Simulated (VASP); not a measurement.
# Al2O3 (R-3c) in VASP: notebook, part 2 of 2

VASP 6.6.1. The steps go on from the part before.

**3. Relaxation of cell and atoms, LDA**

This run uses another cell than the first one, of 8.50 Å³/atom.

The input, INCAR:

```
PREC = Accurate
ENCUT = 600
EDIFF = 1E-6
ISMEAR = 0
SIGMA = 0.02
LREAL = F
LASPH = T
NELM = 80
ALGO = Normal
ISIF = 3
LWAVE = F
LCHARG = F
GGA = CA
IBRION = 2
NSW = 100
EDIFFG = -0.005
```

The input, KPOINTS:

```
regular mesh
0
Gamma
  6 6 6
```

The input, POSCAR:

```
Al2O3
1.0
    2.3802500000      1.3742379782      4.3318666667
   -2.3802500000      1.3742379782      4.3318666667
    0.0000000000     -2.7484759565      4.3318666667
Al O
4 6
Direct
    0.3521600000      0.3521600000      0.3521600000
    0.1478400000      0.1478400000      0.1478400000
    0.6478400000      0.6478400000      0.6478400000
    0.8521600000      0.8521600000      0.8521600000
    0.5566800000      0.9433200000      0.2500000000
    0.2500000000      0.5566800000      0.9433200000
    0.9433200000      0.2500000000      0.5566800000
    0.4433200000      0.0566800000      0.7500000000
    0.7500000000      0.4433200000      0.0566800000
    0.0566800000      0.7500000000      0.4433200000
```

Potentials or basis: VASP PAW LDA potentials, release 64 (Al, O).

Command:

```console
$ cat potpaw_LDA.64/Al/POTCAR potpaw_LDA.64/O/POTCAR > POTCAR
$ mpirun -np 1 vasp_std > vasp.out
```

OUTCAR:

```text
PREC = Accurate
   ENCUT = 600
   EDIFF = 1E-6
   ISMEAR = 0
   LREAL = F
   LASPH = T
   NELM = 80
   ISIF = 3
   GGA = CA
   IBRION = 2
   NSW = 100
   EDIFFG = -0.005

 ion  position               nearest neighbor table
   1  0.352  0.352  0.352-   9 1.85  10 1.85   8 1.85   7 1.97   5 1.97   6 1.97   2 2.66   3 2.79
                             3 2.79   3 2.79   2 3.22   2 3.22   2 3.22
   2  0.148  0.148  0.148-  10 1.85   9 1.85   8 1.85   6 1.97   5 1.97   7 1.97   1 2.66   4 2.79
                             4 2.79   4 2.79   1 3.22   1 3.22   1 3.22
   3  0.648  0.648  0.648-   6 1.85   7 1.85   5 1.85  10 1.97   8 1.97   9 1.97   4 2.66   1 2.79
                             1 2.79   1 2.79   4 3.22   4 3.22   4 3.22
   4  0.852  0.852  0.852-   7 1.85   6 1.85   5 1.85   9 1.97   8 1.97  10 1.97   3 2.66   2 2.79
                             2 2.79   2 2.79   3 3.22   3 3.22   3 3.22
   5  0.557  0.943  0.250-   3 1.85   4 1.85   1 1.97   2 1.97
   6  0.250  0.557  0.943-   3 1.85   4 1.85   2 1.97   1 1.97
   7  0.943  0.250  0.557-   4 1.85   3 1.85   1 1.97   2 1.97
   8  0.443  0.057  0.750-   1 1.85   2 1.85   3 1.97   4 1.97
   9  0.750  0.443  0.057-   1 1.85   2 1.85   4 1.97   3 1.97
  10  0.057  0.750  0.443-   2 1.85   1 1.85   3 1.97   4 1.97

  LATTYP: Found a trigonal (rhomboedric) cell.
 ALAT       =     5.1302230849
 COS(alpha) =     0.5694707703

  Lattice vectors:

 A1 = (   2.3802500000,   1.3742379782,   4.3318666667)
 A2 = (  -2.3802500000,   1.3742379782,   4.3318666667)
 A3 = (   0.0000000000,  -2.7484759565,   4.3318666667)

Analysis of symmetry for initial positions (statically):
=====================================================================
 Subroutine PRICEL returns:
 Original cell was already a primitive cell.

 Routine SETGRP: Setting up the symmetry group for a
 trigonal (rhombohedral) supercell.

 Subroutine GETGRP returns: Found 12 space group operations
 (whereof  6 operations were pure point group operations)
 out of a pool of 12 trial point group operations.

The static configuration has the point symmetry S_6 .
 The point group associated with its full space group is D_3d.

Analysis of symmetry for dynamics (positions and initial velocities):
[... 160 lines left out ...]
 non-spin polarized calculation
 Gauss-broadening in eV      SIGMA  =   0.02
  energy-cutoff  :      600.00
  volume of cell :       85.02
 maximum number of plane-waves:      2873
 NGX is ok and might be reduce to    42
   NGX = 21   NGY = 21   NGZ = 21

--------------------------------------- Ionic step        1  -------------------------------------------

 number of electron      48.0000003 magnetization

 Free energy of the ion-electron system (eV)
  ---------------------------------------------------
  ext. energy  EPLUGINS =         0.00000000
  ---------------------------------------------------
  free energy    TOTEN  =       -83.10552377 eV

  energy without entropy =      -83.10552377  energy(sigma->0) =      -83.10552377

------------------------ aborting loop because EDIFF is reached ----------------------------------------

  FORCE on cell =-STRESS in cart. coord.  units (eV):
  Direction    XX          YY          ZZ          XY          YZ          ZX
  --------------------------------------------------------------------------------------
  -------------------------------------------------------------------------------------
  Total       -2.5385525     -2.5385525     -2.7626524      0.0000000      0.0000000      0.0000000
  in kB      -47.8394167    -47.8394167    -52.0626147      0.0000000      0.0000000      0.0000000
  external PRESSURE =     -49.2471493 kB  Pullay stress =       0.0000000 kB
[... 295 lines left out ...]
--------------------------------------- Ionic step        8  -------------------------------------------

 number of electron      48.0000003 magnetization

 Free energy of the ion-electron system (eV)
  ---------------------------------------------------
  ext. energy  EPLUGINS =         0.00000000
  ---------------------------------------------------
  free energy    TOTEN  =       -83.13316644 eV

  energy without entropy =      -83.13316644  energy(sigma->0) =      -83.13316644

 E-fermi :   6.2205     XC(G=0): -12.2587

 val. band max:        6.0409724541   @ k =   0.0000   0.0000   0.0000
 cond. band min:      12.4574391638   @ k =   0.0000   0.0000   0.0000
 fundamental gap:      6.4164667098
 Fermi energy:         6.2205394807

 k-point     1 :       0.0000    0.0000    0.0000
  band No.  band energies     occupation
      1     -13.1313      2.00000
      2     -10.6200      2.00000
      3     -10.3166      2.00000
      4     -10.3166      2.00000
      5      -9.9741      2.00000
      6      -9.9741      2.00000
[... 781 lines left out ...]
     29      16.6026      0.00000
     30      17.1600      0.00000

 [... further k-points ...]

------------------------ aborting loop because EDIFF is reached ----------------------------------------

  FORCE on cell =-STRESS in cart. coord.  units (eV):
  Direction    XX          YY          ZZ          XY          YZ          ZX
  --------------------------------------------------------------------------------------
  -------------------------------------------------------------------------------------
  Total       -0.0316366     -0.0316366     -0.0324199      0.0000000      0.0000000      0.0000000
  in kB       -0.6077972     -0.6077972     -0.6228456      0.0000000      0.0000000      0.0000000
  external PRESSURE =      -0.6128133 kB  Pullay stress =       0.0000000 kB
[... 25 lines left out ...]
  FREE ENERGIE OF THE ION-ELECTRON SYSTEM (eV)
  ---------------------------------------------------
  free  energy   TOTEN  =       -83.1331664352 eV

  energy  without entropy=      -83.1331664352  energy(sigma->0) =      -83.13316644

 reached required accuracy - stopping structural energy minimisation
```

OSZICAR:

```text
N       E                     dE             d eps       ncg     rms          rms(c)
DAV:   1     0.271891770496E+03    0.27189E+03   -0.28061E+04  1920   0.171E+03
DAV:   2    -0.770282443408E+02   -0.34892E+03   -0.33826E+03  2524   0.334E+02
DAV:   3    -0.913525285941E+02   -0.14324E+02   -0.14287E+02  2304   0.741E+01
[... 49 lines left out ...]
       N       E                     dE             d eps       ncg     rms          rms(c)
DAV:   1    -0.831332618567E+02   -0.10501E-03   -0.21677E-03  2256   0.340E-01    0.736E-02
DAV:   2    -0.831331686266E+02    0.93230E-04   -0.42734E-04  2214   0.124E-01    0.114E-02
DAV:   3    -0.831331671843E+02    0.14423E-05   -0.77143E-06  2092   0.171E-02    0.525E-03
DAV:   4    -0.831331664352E+02    0.74907E-06   -0.69820E-07  1212   0.605E-03
   8 F= -.83133166E+02 E0= -.83133166E+02  d E =-.958607E-05
```

It took 4.9 min on 1 thread of Intel Xeon Platinum 8375C at 2.90GHz (Ice Lake), shared host; peak memory 0.25 GiB.

Results:

```yaml
Free_energy: -83.1332 eV
Relaxed_volume: 8.34 Å³/atom
Relaxed_cell: a = 5.094 Å, b = 5.094 Å, c = 5.094 Å, α = 55.36°, β = 55.36°, γ = 55.36°
Space_group_after_relaxing_to_0.1_Å: R-3c (No. 167)
Energy_gained_by_relaxing: 2.8 meV/atom
Ionic_steps: 8
Pressure_after_relaxing: -0.1 GPa
Band_gap_on_the_k_mesh: 6.42 eV
```

Forces in eV/Å, atoms in the order of the input:
```
Al   0.000  0.000  0.003
Al   0.000  0.000 -0.003
Al   0.000  0.000 -0.003
Al   0.000  0.000  0.003
O   -0.002  0.000  0.000
O    0.001 -0.001  0.000
O    0.001  0.001  0.000
O    0.002  0.000  0.000
O   -0.001  0.001  0.000
O   -0.001 -0.001  0.000
```

Step by step:
| step | energy change (eV) | largest force (eV/Å) | pressure (GPa) | volume (Å³) |
| --- | --- | --- | --- | --- |
| 1 | 0.0000 | 0.1259 | -4.92 | 85.02 |
| 2 | -0.0035 | 0.0671 | 5.04 | 81.84 |
| 3 | -0.0274 | 0.0312 | 0.05 | 83.36 |
| 4 | -0.0273 | 0.0291 | 0.16 | 83.32 |
| 5 | -0.0276 | 0.0129 | 0.07 | 83.35 |
| 6 | -0.0276 | 0.0063 | 0.09 | 83.35 |
| 7 | -0.0276 | 0.0071 | 0.09 | 83.35 |
| 8 | -0.0276 | 0.0027 | -0.06 | 83.40 |

Final structure:
```
Al O
1.0
     2.36644    1.36626    4.29893
    -2.36644    1.36626    4.29893
     0.00000   -2.73253    4.29893
Al O
4 6
Cartesian
  0.0000 0.0000 4.5395
  0.0000 0.0000 1.9089
  0.0000 0.0000 8.3573
  0.0000 0.0000 10.9879
  -0.9193 1.3663 7.5231
  -0.7236 -1.4793 7.5231
  1.6429 0.1130 7.5231
  0.9193 -1.3663 5.3737
  0.7236 1.4793 5.3737
  -1.6429 -0.1130 5.3737
```
